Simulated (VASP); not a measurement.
# ZnO (P6_3mc) in VASP: notebook

Aim: see how the results for ZnO move with the level of theory and the settings. Levels: revPBE+D3(BJ), PBE+D4. Tasks: single point.

Everything below comes from runs of VASP 6.6.1. Logs are shortened: lines on timing, memory, paths and dates and some standing lists are left out, and cuts for length are marked.

## (1) The cell of the first run

The structure is hexagonal, space group P6_3mc (No. 186). Conventional cell: a = 3.214 Å, b = 3.214 Å, c = 5.187 Å, α = 90.00°, β = 90.00°, γ = 120.00°. Zn (site symmetry 3m) has 4 O at 1.96 to 1.97 Å within 2.6 Å. Within 2.6 Å of O (site symmetry 3m) lie 4 Zn at 1.96 to 1.97 Å.

## (2) Single point, revPBE+D3(BJ) (volume scaled by 0.96)

INCAR

```
PREC = Accurate ; ENCUT = 520
EDIFF = 1E-7 ; ISMEAR = 0
SIGMA = 0.05 ; LREAL = False
LASPH = True ; NELM = 80
ALGO = Normal ; ISIF = 2
LWAVE = False ; LCHARG = True
GGA = RE ; IVDW = 12
LELF = True ; LVHAR = True
NBANDS = 26
```

KPOINTS

```
regular mesh
0
Gamma
  8 8 6
```

POSCAR

```
ZnO
1.0
    3.2140627036      0.0000000000      0.0000000000
   -1.6070313518      2.7834599506      0.0000000000
    0.0000000000      0.0000000000      5.1873844124
Zn O
2 2
Direct
    0.3333333333      0.6666666667      0.0015378783
    0.6666666667      0.3333333333      0.5015378783
    0.3333333333      0.6666666667      0.3805621217
    0.6666666667      0.3333333333      0.8805621217
```

Potentials or basis: VASP PAW PBE potentials, release 64 (Zn, O).

Launch:

```bash
$ cat potpaw_PBE.64/Zn/POTCAR potpaw_PBE.64/O/POTCAR > POTCAR
$ mpirun -np 1 vasp_std > vasp.out
```

OUTCAR:

```text
PREC = Accurate
   ENCUT = 520
   EDIFF = 1E-7
   ISMEAR = 0
   LREAL = False
   LASPH = True
   NELM = 80
   ISIF = 2
   GGA = RE
   IVDW = 12
 IVDW          = 12

 ion  position               nearest neighbor table
   1  0.333  0.667  0.002-   4 1.96   4 1.96   4 1.96   3 1.97
   2  0.667  0.333  0.502-   3 1.96   3 1.96   3 1.96   4 1.97
   3  0.333  0.667  0.381-   2 1.96   2 1.96   2 1.96   1 1.97
   4  0.667  0.333  0.881-   1 1.96   1 1.96   1 1.96   2 1.97

  LATTYP: Found a hexagonal cell.
 ALAT       =     3.2140627036
 C/A-ratio  =     1.6139649070

  Lattice vectors:

 A1 = (   3.2140627036,   0.0000000000,   0.0000000000)
 A2 = (  -1.6070313518,   2.7834599506,   0.0000000000)
 A3 = (   0.0000000000,   0.0000000000,   5.1873844124)

Analysis of symmetry for initial positions (statically):
=====================================================================
 Subroutine PRICEL returns:
 Original cell was already a primitive cell.

 Routine SETGRP: Setting up the symmetry group for a
 hexagonal supercell.

 Subroutine GETGRP returns: Found 12 space group operations
 (whereof  6 operations were pure point group operations)
 out of a pool of 24 trial point group operations.

The static configuration has the point symmetry C_3v.
 The point group associated with its full space group is C_6v.

Analysis of symmetry for dynamics (positions and initial velocities):
=====================================================================
 Subroutine PRICEL returns:
 Original cell was already a primitive cell.

 Routine SETGRP: Setting up the symmetry group for a
 hexagonal supercell.

 Subroutine GETGRP returns: Found 12 space group operations
 (whereof  6 operations were pure point group operations)
 out of a pool of 24 trial point group operations.

The dynamic configuration has the point symmetry C_3v.
 The point group associated with its full space group is C_6v.

 Subroutine INISYM returns: Found 12 space group operations
 (whereof  6 operations are pure point group operations),
 and found     1 'primitive' translations

----------------------------------------------------------------------------------------

                                     Primitive cell

  volume of cell :      46.4075

  direct lattice vectors                    reciprocal lattice vectors
     3.214062704  0.000000000  0.000000000     0.311132698  0.179632547  0.000000000
    -1.607031352  2.783459951  0.000000000     0.000000000  0.359265094  0.000000000
     0.000000000  0.000000000  5.187384412     0.000000000  0.000000000  0.192775380

  length of vectors
     3.214062704  3.214062704  5.187384412     0.359265094  0.359265094  0.192775380

  position of ions in fractional coordinates (direct lattice)
     0.333333333  0.666666667  0.001537878
     0.666666667  0.333333333  0.501537878
     0.333333333  0.666666667  0.380562122
     0.666666667  0.333333333  0.880562122

  ion indices of the primitive-cell ions
   primitive index   ion index
                 1           1
                 2           2
                 3           3
                 4           4

----------------------------------------------------------------------------------------

 KPOINTS: regular mesh

Automatic generation of k-mesh.
 Grid dimensions read from file:
 generate k-points for:    8    8    6

 Generating k-lattice:

  Cartesian coordinates                     Fractional coordinates (reciprocal lattice)
     0.038891587  0.022454068  0.000000000     0.125000000  0.000000000  0.000000000
     0.000000000  0.044908137  0.000000000     0.000000000  0.125000000  0.000000000
     0.000000000  0.000000000  0.032129230     0.000000000  0.000000000  0.166666667

  Length of vectors
     0.044908137  0.044908137  0.032129230

  Shift w.r.t. Gamma in fractional coordinates (k-lattice)
     0.000000000  0.000000000  0.000000000

 Subroutine IBZKPT returns following result:
 ===========================================

 Found     40 irreducible k-points:

 Following reciprocal coordinates:
            Coordinates               Weight
  0.000000  0.000000  0.000000      1.000000
  0.125000 -0.000000  0.000000      6.000000
  0.250000 -0.000000  0.000000      6.000000
  0.375000 -0.000000  0.000000      6.000000
  0.500000 -0.000000  0.000000      3.000000
  0.125000  0.125000  0.000000      6.000000
[... 16 lines left out ...]
  0.250000 -0.000000  0.333333     12.000000
  0.375000 -0.000000  0.333333     12.000000
 [... further k-points ...]
   k-points           NKPTS =     40   k-points in BZ     NKDIM =     40   number of bands    NBANDS=     26
   number of dos      NEDOS =    301   number of ions     NIONS =      4
   total plane-waves  NPLWV =  23040
   dimension x,y,z NGX =    24 NGY =   24 NGZ =   40
   dimension x,y,z NGXF=    48 NGYF=   48 NGZF=   80
   ions per type =               2   2
   NGX,Y,Z   is equivalent  to a cutoff of  12.41, 12.41, 12.82 a.u.
   NGXF,Y,Z  is equivalent  to a cutoff of  24.83, 24.83, 25.64 a.u.
 SYSTEM =  unknown system
   PREC   = accura    normal or accurate (medium, high low for compatibility)
   ISTART =      0    job   : 0-new  1-cont  2-samecut
   ICHARG =      2    charge: 1-file 2-atom 10-const
   ISPIN  =      1    spin polarized calculation?
   LNONCOLLINEAR =      F non collinear calculations
   LSORBIT =      F    spin-orbit coupling
   LASPH  =      T    aspherical Exc in radial PAW
   ENCUT  =  520.0 eV  38.22 Ry    6.18 a.u.   5.98  5.98  9.65*2*pi/ulx,y,z
   NELM   =     80;   NELMIN=  2; NELMDL= -5     # of ELM steps
   EDIFF  = 0.1E-06   stopping-criterion for ELM
   LREAL  =      F    real-space projection
   EDIFFG = 0.1E-05   stopping-criterion for IOM
   NSW    =      0    number of steps for IOM
   IBRION =     -1    ionic relax: 0-MD 1-quasi-New 2-CG
   NFREE  =      0    steps in history (QN), initial steepest desc. (CG)
   ISIF   =      2    stress and relaxation
   ISYM   =      2    0-nonsym 1-usesym 2-fastsym
   POTIM  = 0.5000    time-step for ionic-motion
   TEBEG  =    0.0;   TEEND  =   0.0 temperature during run
   PSTRESS=    0.0 pullay stress
   NELECT =      36.0000    total number of electrons
   NUPDOWN=      -1.0000    fix difference up-down
   EMIN   =  10.00;   EMAX   =-10.00  energy-range for DOS
   EFERMI =   0.00;   METHOD = LEGACY
   ISMEAR =     0;   SIGMA  =   0.05  broadening in eV -4-tet -1-fermi 0-gaus
   EFERMI_NEDOS =   21; number of points for ismear=-14 and -15
   IALGO  =     38    algorithm
   IMIX   =      4    mixing-type and parameters
     AMIX     =   0.40;   BMIX     =  1.00
     AMIX_MAG =   1.60;   BMIX_MAG =  1.00
  volume/ion in A,a.u.               =      11.60        78.29
  Fermi-wavevector in a.u.,A,eV,Ry     =   1.504226  2.842575 30.785845  2.262696
  Thomas-Fermi vector in A             =   2.615233
   LORBIT       =      0    0 simple, 1 ext, 2 COOP (PROOUT), +10 PAW based schemes
   GGA     = RE    functional components
   LHFCALC =     F    Hartree Fock is set to
   AEXX    =    0.0000 exact exchange contribution
   IVDW    =    12    specifies the selected vdW correction
   LEPSILON=     F    determine dielectric tensor
   LRPA    =     F    only Hartree local field effects (RPA)
 non-spin polarized calculation
 Gauss-broadening in eV      SIGMA  =   0.05
  energy-cutoff  :      520.00
  volume of cell :       46.41
 maximum number of plane-waves:      1266
 NGX is ok and might be reduce to    24
   NGX = 11   NGY = 11   NGZ = 19

 number of electron      36.0000009 magnetization

 Free energy of the ion-electron system (eV)
  ---------------------------------------------------
  ext. energy  EPLUGINS =         0.00000000
  ---------------------------------------------------
  free energy    TOTEN  =       -16.39015678 eV

  energy without entropy =      -16.39015678  energy(sigma->0) =      -16.39015678

 E-fermi :   1.8315     XC(G=0): -10.8620

 val. band max:        1.5754704769   @ k =   0.0000   0.0000   0.0000
 cond. band min:       2.4544767173   @ k =   0.0000   0.0000   0.0000
 fundamental gap:      0.8790062405
 Fermi energy:         1.8314762778

 k-point     1 :       0.0000    0.0000    0.0000
  band No.  band energies     occupation
      1     -16.7946      2.00000
      2     -16.0476      2.00000
      3      -4.2528      2.00000
      4      -4.2422      2.00000
      5      -4.2422      2.00000
      6      -4.1955      2.00000
[... 18 lines left out ...]
     25      15.9866      0.00000
     26      15.9866      0.00000

 k-point     2 :       0.1250   -0.0000    0.0000
  band No.  band energies     occupation
      1     -16.7066      2.00000
      2     -16.0085      2.00000
      3      -4.3467      2.00000
      4      -4.1917      2.00000
      5      -4.1464      2.00000
      6      -4.1300      2.00000
[... 18 lines left out ...]
     25      15.9775      0.00000
     26      16.1558      0.00000

 k-point     3 :       0.2500   -0.0000    0.0000
  band No.  band energies     occupation
      1     -16.4797      2.00000
      2     -15.9214      2.00000
      3      -4.5236      2.00000
      4      -4.1634      2.00000
      5      -4.0816      2.00000
      6      -3.9670      2.00000
[... 18 lines left out ...]
     25      15.1789      0.00000
     26      16.0234      0.00000

 k-point     4 :       0.3750   -0.0000    0.0000
  band No.  band energies     occupation
      1     -16.2174      2.00000
      2     -15.8575      2.00000
      3      -4.5756      2.00000
      4      -4.2384      2.00000
      5      -3.9987      2.00000
      6      -3.7514      2.00000
[... 18 lines left out ...]
     25      15.1219      0.00000
     26      15.9948      0.00000
[... 496 lines left out ...]
      1     -16.5380      2.00000
      2     -16.1888      2.00000
      3      -4.4900      2.00000
      4      -4.4537      2.00000
      5      -4.1543      2.00000
      6      -4.1500      2.00000
[... 18 lines left out ...]
     25      14.9100      0.00000
     26      15.4852      0.00000

 k-point    23 :       0.2500   -0.0000    0.3333
  band No.  band energies     occupation
      1     -16.3407      2.00000
      2     -16.0612      2.00000
      3      -4.6225      2.00000
      4      -4.5083      2.00000
      5      -4.0222      2.00000
      6      -4.0031      2.00000
[... 18 lines left out ...]
     25      15.2183      0.00000
     26      15.6158      0.00000

 k-point    24 :       0.3750   -0.0000    0.3333
  band No.  band energies     occupation
      1     -16.1227      2.00000
      2     -15.9423      2.00000
      3      -4.6869      2.00000
      4      -4.5605      2.00000
      5      -3.9042      2.00000
      6      -3.8080      2.00000
[... 18 lines left out ...]
     25      15.2893      0.00000
     26      15.7288      0.00000

 [... further k-points ...]

------------------------ aborting loop because EDIFF is reached ----------------------------------------

 Edisp (eV)   -1.81225

 E8    (eV) :    -1.1837

  FORCE on cell =-STRESS in cart. coord.  units (eV):
  Direction    XX          YY          ZZ          XY          YZ          ZX
  --------------------------------------------------------------------------------------
  -------------------------------------------------------------------------------------
  Total       2.07218     2.07218     2.08119     0.00000     0.00000     0.00000
  in kB      71.54014    71.54014    71.85144     0.00000     0.00000     0.00000
  external pressure =       71.64 kB  Pullay stress =        0.00 kB

 VOLUME and BASIS-vectors are now :
 -----------------------------------------------------------------------------
  energy-cutoff  :      520.00
  volume of cell :       46.41
      direct lattice vectors                 reciprocal lattice vectors
     3.214062704  0.000000000  0.000000000     0.311132698  0.179632547  0.000000000
    -1.607031352  2.783459951  0.000000000     0.000000000  0.359265094  0.000000000
     0.000000000  0.000000000  5.187384412     0.000000000  0.000000000  0.192775380

 POSITION                                       TOTAL-FORCE (eV/Angst)
 -----------------------------------------------------------------------------------
     -0.00000      1.85564      0.00798         0.000000     -0.000000      0.006302
      1.60703      0.92782      2.60167        -0.000000      0.000000      0.006302
     -0.00000      1.85564      1.97412         0.000000     -0.000000     -0.006302
      1.60703      0.92782      4.56781        -0.000000     -0.000000     -0.006302
 -----------------------------------------------------------------------------------
    total drift:                                0.000000      0.000001      0.002661

  FREE ENERGIE OF THE ION-ELECTRON SYSTEM (eV)
  ---------------------------------------------------
  free  energy   TOTEN  =       -18.2024062824 eV

  energy  without entropy=      -18.2024062824  energy(sigma->0) =      -18.20240628
```

It took 38 s on 1 thread of Intel Xeon Platinum 8259CL at 2.50GHz (Skylake/Cascade Lake), shared host; peak memory 0.19 GiB.

Results:

```
Free energy                : -18.2024 eV
Pressure                   : 7.2 GPa
Largest force              : 0.006 eV/Å
Band gap on the k mesh     : 0.88 eV, direct
Dispersion energy per atom : -0.453 eV
```

Forces in eV/Å, atoms in the order of the input:
```
Zn   0.000  0.000  0.006
Zn   0.000  0.000  0.006
O    0.000  0.000 -0.006
O    0.000  0.000 -0.006
```

Caveat: the PAW data sets were made with another functional, which shifts forces and pressure a little.

## (3) Single point, PBE+D4 (volume scaled by 0.96)

INCAR

```
PREC = Accurate
ENCUT = 520
EDIFF = 1E-6
ISMEAR = 0
SIGMA = 0.05
LREAL = False
LASPH = True
NELM = 100
ALGO = Normal
ISIF = 2
LWAVE = False
LCHARG = False
GGA = PE
IVDW = 13
NBANDS = 26
```

KPOINTS is that of step 2.

POSCAR

```
ZnO
1.0
    3.2079815419      0.0000000000      0.0000000000
   -1.6039907709      2.7781935102      0.0000000000
    0.0000000000      0.0000000000      5.1765136861
Zn O
2 2
Direct
    0.3333333333      0.6666666667      0.0015124609
    0.6666666667      0.3333333333      0.5015124609
    0.3333333333      0.6666666667      0.3805875391
    0.6666666667      0.3333333333      0.8805875391
```

Potentials or basis: VASP PAW PBE potentials, release 64 (Zn, O).

Launch:

```bash
$ cat potpaw_PBE.64/Zn/POTCAR potpaw_PBE.64/O/POTCAR > POTCAR
$ mpirun -np 1 vasp_std > vasp.out
```

It took 38 s on 1 thread of Intel Xeon Platinum 8259CL at 2.50GHz (Skylake/Cascade Lake), shared host; peak memory 0.18 GiB.

The run converged. Its results:

```
Free energy                : -18.7316 eV
Pressure                   : 7.5 GPa
Largest force              : 0.004 eV/Å
Band gap on the k mesh     : 0.82 eV, direct
Dispersion energy per atom : -0.247 eV
```

Forces on the atoms (eV/Å):
```
Zn   0.000  0.000  0.004
Zn   0.000  0.000  0.004
O    0.000  0.000 -0.004
O    0.000  0.000 -0.004
```

Levels at points of the mesh, in eV from the valence-band top:
```
           k point  band 16  band 17  band 18  band 19  band 20  band 21
(0.00, 0.00, 0.00)    -0.10     0.00     0.00     0.83     5.34     8.29
(0.50, 0.00, 0.00)    -2.37    -1.34    -0.88     5.91     6.90     7.60
(0.00, 0.00, 0.50)    -0.41    -0.41    -0.41     3.52     3.52    10.18
(0.50, 0.00, 0.50)    -1.57    -1.44    -1.44     5.75     5.75     8.61
```
